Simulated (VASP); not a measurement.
# WC (Fm-3m) in VASP: notebook

Aim: see how the results for WC move with the level of theory and the settings. Levels: LDA+U, PBEsol+U, r2SCAN. Tasks: single point.

Everything below comes from runs of VASP 6.6.1. Logs are shortened: lines on timing, memory, paths and dates and some standing lists are left out, and cuts for length are marked.

**1. The cell of the first run**

It takes space group Fm-3m (No. 225, cubic). The conventional cell has a = 4.385 Å, b = 4.385 Å, c = 4.385 Å, α = 90.00°, β = 90.00°, γ = 90.00°. W (site symmetry m-3m) has 6 C at 2.19 Å within 2.9 Å. C (site symmetry m-3m) has 6 W at 2.19 Å within 2.9 Å.

**2. Single point, LDA+U**

INCAR reads:

```
SYSTEM = WC
  PREC = Accurate
  ENCUT = 910
  EDIFF = 1E-6
  ISMEAR = -1
  SIGMA = 0.05
  LREAL = .False.
  LASPH = .True.
  NELM = 200
  ALGO = Normal
  ISIF = 2
  LWAVE = .False.
  LCHARG = .False.
  LMAXMIX = 4
  LDAU = .True.
  LDAUTYPE = 2
  LDAUL = 2 -1
  LDAUU = 6 0
  LDAUJ = 0 0
  LDAUPRINT = 1
  NBANDS = 16
  GGA_COMPAT = .False.
```

KPOINTS reads:

```
regular mesh
0
Gamma
  10 10 10
  0 0 0
```

POSCAR reads:

```
WC
1.0
    0.0000000000      2.1926840000      2.1926840000
    2.1926840000      0.0000000000      2.1926840000
    2.1926840000      2.1926840000      0.0000000000
W C
1 1
Direct
    0.0000000000      0.0000000000      0.0000000000
    0.5000000000      0.5000000000      0.5000000000
```

Potentials or basis: VASP PAW LDA potentials, release 64 (W_sv, C_h).

The run is started by

```console
> cat potpaw_LDA.64/W_sv/POTCAR potpaw_LDA.64/C_h/POTCAR > POTCAR
> mpirun -np 1 vasp_std > vasp.out
```

OUTCAR:

```text
SYSTEM = WC
   PREC = Accurate
   ENCUT = 910
   EDIFF = 1E-6
   ISMEAR = -1
   LREAL = .False.
   LASPH = .True.
   NELM = 200
   ISIF = 2

 ion  position               nearest neighbor table
   1  0.000  0.000  0.000-   2 2.19   2 2.19   2 2.19   2 2.19   2 2.19   2 2.19
   2  0.500  0.500  0.500-   1 2.19   1 2.19   1 2.19   1 2.19   1 2.19   1 2.19

  LATTYP: Found a face centered cubic cell.
 ALAT       =     4.3853680000

  Lattice vectors:

 A1 = (   0.0000000000,   2.1926840000,   2.1926840000)
 A2 = (   2.1926840000,   0.0000000000,   2.1926840000)
 A3 = (   2.1926840000,   2.1926840000,   0.0000000000)

Analysis of symmetry for initial positions (statically):
=====================================================================
 Subroutine PRICEL returns:
 Original cell was already a primitive cell.

 Routine SETGRP: Setting up the symmetry group for a
 face centered cubic supercell.

 Subroutine GETGRP returns: Found 48 space group operations
 (whereof 48 operations were pure point group operations)
 out of a pool of 48 trial point group operations.

The static configuration has the point symmetry O_h .

Analysis of symmetry for dynamics (positions and initial velocities):
=====================================================================
 Subroutine PRICEL returns:
 Original cell was already a primitive cell.

 Routine SETGRP: Setting up the symmetry group for a
 face centered cubic supercell.

 Subroutine GETGRP returns: Found 48 space group operations
 (whereof 48 operations were pure point group operations)
 out of a pool of 48 trial point group operations.

The dynamic configuration has the point symmetry O_h .

 Subroutine INISYM returns: Found 48 space group operations
 (whereof 48 operations are pure point group operations),
 and found     1 'primitive' translations

----------------------------------------------------------------------------------------

                                     Primitive cell

  volume of cell :      21.0842

  direct lattice vectors                    reciprocal lattice vectors
     0.000000000  2.192684000  2.192684000    -0.228031034  0.228031034  0.228031034
     2.192684000  0.000000000  2.192684000     0.228031034 -0.228031034  0.228031034
     2.192684000  2.192684000  0.000000000     0.228031034  0.228031034 -0.228031034

  length of vectors
     3.100923451  3.100923451  3.100923451     0.394961337  0.394961337  0.394961337

  position of ions in fractional coordinates (direct lattice)
     0.000000000  0.000000000  0.000000000
     0.500000000  0.500000000  0.500000000

  ion indices of the primitive-cell ions
   primitive index   ion index
                 1           1
                 2           2

----------------------------------------------------------------------------------------

 KPOINTS: regular mesh

Automatic generation of k-mesh.
 Grid dimensions read from file:
 generate k-points for:   10   10   10

 Generating k-lattice:

  Cartesian coordinates                     Fractional coordinates (reciprocal lattice)
    -0.022803103  0.022803103  0.022803103     0.100000000  0.000000000  0.000000000
     0.022803103 -0.022803103  0.022803103     0.000000000  0.100000000  0.000000000
     0.022803103  0.022803103 -0.022803103     0.000000000  0.000000000  0.100000000

  Length of vectors
     0.039496134  0.039496134  0.039496134

  Shift w.r.t. Gamma in fractional coordinates (k-lattice)
     0.000000000  0.000000000  0.000000000

 Subroutine IBZKPT returns following result:
 ===========================================

 Found     47 irreducible k-points:

 Following reciprocal coordinates:
            Coordinates               Weight
  0.000000  0.000000  0.000000      1.000000
  0.100000  0.000000  0.000000      8.000000
  0.200000  0.000000  0.000000      8.000000
  0.300000  0.000000  0.000000      8.000000
  0.400000  0.000000  0.000000      8.000000
  0.500000  0.000000  0.000000      4.000000
[... 16 lines left out ...]
  0.300000  0.300000  0.000000      6.000000
  0.400000  0.300000  0.000000     24.000000
 [... further k-points ...]
   k-points           NKPTS =     47   k-points in BZ     NKDIM =     47   number of bands    NBANDS=     16
   number of dos      NEDOS =    301   number of ions     NIONS =      2
   total plane-waves  NPLWV =  32768
   dimension x,y,z NGX =    32 NGY =   32 NGZ =   32
   dimension x,y,z NGXF=    64 NGYF=   64 NGZF=   64
   ions per type =               1   1
   NGX,Y,Z   is equivalent  to a cutoff of  17.16, 17.16, 17.16 a.u.
   NGXF,Y,Z  is equivalent  to a cutoff of  34.31, 34.31, 34.31 a.u.
 SYSTEM =  WC
   PREC   = accura    normal or accurate (medium, high low for compatibility)
   ISTART =      0    job   : 0-new  1-cont  2-samecut
   ICHARG =      2    charge: 1-file 2-atom 10-const
   ISPIN  =      1    spin polarized calculation?
   LNONCOLLINEAR =      F non collinear calculations
   LSORBIT =      F    spin-orbit coupling
   LASPH  =      T    aspherical Exc in radial PAW
   ENCUT  =  910.0 eV  66.88 Ry    8.18 a.u.   7.63  7.63  7.63*2*pi/ulx,y,z
   NELM   =    200;   NELMIN=  2; NELMDL= -5     # of ELM steps
   EDIFF  = 0.1E-05   stopping-criterion for ELM
   LREAL  =      F    real-space projection
   EDIFFG = 0.1E-04   stopping-criterion for IOM
   NSW    =      0    number of steps for IOM
   IBRION =     -1    ionic relax: 0-MD 1-quasi-New 2-CG
   NFREE  =      0    steps in history (QN), initial steepest desc. (CG)
   ISIF   =      2    stress and relaxation
   ISYM   =      2    0-nonsym 1-usesym 2-fastsym
   POTIM  = 0.5000    time-step for ionic-motion
   TEBEG  =    0.0;   TEEND  =   0.0 temperature during run
   PSTRESS=    0.0 pullay stress
   NELECT =      18.0000    total number of electrons
   NUPDOWN=      -1.0000    fix difference up-down
   EMIN   =  10.00;   EMAX   =-10.00  energy-range for DOS
   EFERMI =   0.00;   METHOD = LEGACY
   ISMEAR =    -1;   SIGMA  =   0.05  broadening in eV -4-tet -1-fermi 0-gaus
   EFERMI_NEDOS =   21; number of points for ismear=-14 and -15
   IALGO  =     38    algorithm
   IMIX   =      4    mixing-type and parameters
     AMIX     =   0.40;   BMIX     =  1.00
     AMIX_MAG =   1.60;   BMIX_MAG =  1.00
  volume/ion in A,a.u.               =      10.54        71.14
  Fermi-wavevector in a.u.,A,eV,Ry     =   1.553029  2.934800 32.815887  2.411900
  Thomas-Fermi vector in A             =   2.657319
   LORBIT       =      0    0 simple, 1 ext, 2 COOP (PROOUT), +10 PAW based schemes
 LDA+U is selected, type is set to LDAUTYPE =  2
   angular momentum for each species LDAUL =     2   -1
   U (eV)           for each species LDAUU =   6.0  0.0
   J (eV)           for each species LDAUJ =   0.0  0.0
   GGA     = CA    functional components
   LHFCALC =     F    Hartree Fock is set to
   AEXX    =    0.0000 exact exchange contribution
   IVDW    =     0    specifies the selected vdW correction
   LEPSILON=     F    determine dielectric tensor
   LRPA    =     F    only Hartree local field effects (RPA)
 non-spin polarized calculation
  energy-cutoff  :      910.00
  volume of cell :       21.08
 maximum number of plane-waves:      1363
   NGX = 15   NGY = 15   NGZ = 15

atom =   1  type =  1  l = 2

 onsite density matrix

spin component  1

  0.3288  0.0000  0.0000  0.0000  0.0000
  0.0000  0.3288  0.0000 -0.0000  0.0000
  0.0000  0.0000  0.3363  0.0000  0.0000
  0.0000 -0.0000  0.0000  0.3288  0.0000
  0.0000  0.0000  0.0000  0.0000  0.3363

spin component  2

  0.3288  0.0000  0.0000  0.0000  0.0000
  0.0000  0.3288  0.0000 -0.0000  0.0000
  0.0000  0.0000  0.3363  0.0000  0.0000
  0.0000 -0.0000  0.0000  0.3288  0.0000
  0.0000  0.0000  0.0000  0.0000  0.3363

 occupancies and eigenvectors

  o =  0.3288  v =  0.0000  0.8628  0.0000  0.5056  0.0000  0.0000  0.0000  0.0000  0.0000  0.0000      0.0000  0.0000  0.0000  0.0000  0.0000  0.0000  0.0000  0.0000  0.0000  0.0000
  o =  0.3288  v =  0.0000  0.0000  0.0000  0.0000  0.0000  0.0000  0.8628  0.0000  0.5056  0.0000      0.0000  0.0000  0.0000  0.0000  0.0000  0.0000  0.0000  0.0000  0.0000  0.0000
  o =  0.3288  v =  0.0000 -0.5056  0.0000  0.8628  0.0000  0.0000  0.0000  0.0000  0.0000  0.0000      0.0000  0.0000  0.0000  0.0000  0.0000  0.0000  0.0000  0.0000  0.0000  0.0000
  o =  0.3288  v =  0.0000  0.0000  0.0000  0.0000  0.0000  0.0000 -0.5056  0.0000  0.8628  0.0000      0.0000  0.0000  0.0000  0.0000  0.0000  0.0000  0.0000  0.0000  0.0000  0.0000
  o =  0.3288  v =  1.0000  0.0000  0.0000  0.0000  0.0000  0.0000  0.0000  0.0000  0.0000  0.0000      0.0000  0.0000  0.0000  0.0000  0.0000  0.0000  0.0000  0.0000  0.0000  0.0000
  o =  0.3288  v =  0.0000  0.0000  0.0000  0.0000  0.0000  1.0000  0.0000  0.0000  0.0000  0.0000      0.0000  0.0000  0.0000  0.0000  0.0000  0.0000  0.0000  0.0000  0.0000  0.0000
  o =  0.3363  v =  0.0000  0.0000  0.0000  0.0000  0.0000  0.0000  0.0000  0.0314  0.0000 -0.9995      0.0000  0.0000  0.0000  0.0000  0.0000  0.0000  0.0000  0.0000  0.0000  0.0000
  o =  0.3363  v =  0.0000  0.0000  0.0314  0.0000 -0.9995  0.0000  0.0000  0.0000  0.0000  0.0000      0.0000  0.0000  0.0000  0.0000  0.0000  0.0000  0.0000  0.0000  0.0000  0.0000
  o =  0.3363  v =  0.0000  0.0000  0.0000  0.0000  0.0000  0.0000 -0.0000  0.9995 -0.0000  0.0314      0.0000  0.0000  0.0000  0.0000  0.0000  0.0000  0.0000  0.0000  0.0000  0.0000
  o =  0.3363  v =  0.0000 -0.0000  0.9995 -0.0000  0.0314  0.0000  0.0000  0.0000  0.0000  0.0000      0.0000  0.0000  0.0000  0.0000  0.0000  0.0000  0.0000  0.0000  0.0000  0.0000

 number of electron      18.0000000 magnetization

 Free energy of the ion-electron system (eV)
  ---------------------------------------------------
  ext. energy  EPLUGINS =         0.00000000
  ---------------------------------------------------
  free energy    TOTEN  =       -17.06514595 eV

  energy without entropy =      -17.05785904  energy(sigma->0) =      -17.06150250

 E-fermi :  13.1962     XC(G=0): -13.9499

 val. band max:       13.1647959375   @ k =   0.3000   0.2000   0.1000
 cond. band min:      13.2588617010   @ k =  -0.3000   0.3000   0.1000
 fundamental gap:      0.0940657635
 Fermi energy:        13.1961889428

 k-point     1 :       0.0000    0.0000    0.0000
  band No.  band energies     occupation
      1     -62.7844      2.00000
      2     -26.9973      2.00000
      3     -26.9973      2.00000
      4     -26.9973      2.00000
      5      -2.8899      2.00000
      6      10.4555      2.00000
[... 8 lines left out ...]
     15      22.3255      0.00000
     16      36.3552      0.00000
[... 419 lines left out ...]
 k-point    24 :       0.4000    0.3000    0.0000
  band No.  band energies     occupation
      1     -62.7444      2.00000
      2     -27.4242      2.00000
      3     -27.1731      2.00000
      4     -27.1556      2.00000
      5      -0.2551      2.00000
      6       5.8646      2.00000
[... 8 lines left out ...]
     15      24.4908      0.00000
     16      28.2153      0.00000

 [... further k-points ...]
[... 5 lines left out ...]
  --------------------------------------------------------------------------------------
  -------------------------------------------------------------------------------------
  Total       -0.3624181     -0.3624181     -0.3624181      0.0000000      0.0000000      0.0000000
  in kB      -27.5398973    -27.5398973    -27.5398973      0.0000000      0.0000000      0.0000000
  external PRESSURE =     -27.5398973 kB  Pullay stress =       0.0000000 kB

 VOLUME and BASIS-vectors are now :
 -----------------------------------------------------------------------------
  energy-cutoff  :      910.00
  volume of cell :       21.08
      direct lattice vectors                 reciprocal lattice vectors
     0.000000000  2.192684000  2.192684000    -0.228031034  0.228031034  0.228031034
     2.192684000  0.000000000  2.192684000     0.228031034 -0.228031034  0.228031034
     2.192684000  2.192684000  0.000000000     0.228031034  0.228031034 -0.228031034

 POSITION                                       TOTAL-FORCE (eV/Angst)
 -----------------------------------------------------------------------------------
      0.00000      0.00000      0.00000        -0.000000     -0.000000      0.000000
      2.19268      2.19268      2.19268         0.000000      0.000000     -0.000000
 -----------------------------------------------------------------------------------
    total drift:                                0.000000     -0.000000     -0.000000

  FREE ENERGIE OF THE ION-ELECTRON SYSTEM (eV)
  ---------------------------------------------------
  free  energy   TOTEN  =       -17.0651459533 eV

  energy  without entropy=      -17.0578590382  energy(sigma->0) =      -17.06150250
```

Wall time 12 s (1 thread of Intel Xeon 6975P-C (Granite Rapids), shared host); peak memory 0.18 GiB.

Results:

| Item | Value |
| --- | --- |
| Free energy | -17.0651 eV |
| Pressure | -2.8 GPa |
| Band gap on the k mesh | zero (band 9 reaches 14.29 eV, above the bottom of band 10 at 11.04 eV) |

Eigenvalues of the final occupation matrices:
```tsv
site	spin	trace	eigenvalues
site 1 d	1	1.66	0.33 0.33 0.33 0.34 0.34
site 1 d	2	1.66	0.33 0.33 0.33 0.34 0.34
```

Caveat: the cutoff is under 1.25 times the usual one of these potentials, so pressure, stress and relaxed cells hold a basis-set (Pulay) error; spin-orbit coupling is left out, which moves the levels of the heavy elements; U without spin polarisation on a metal has little footing; the U is typed as a test and isn't derived for this compound.

[end of part 1 of 2]
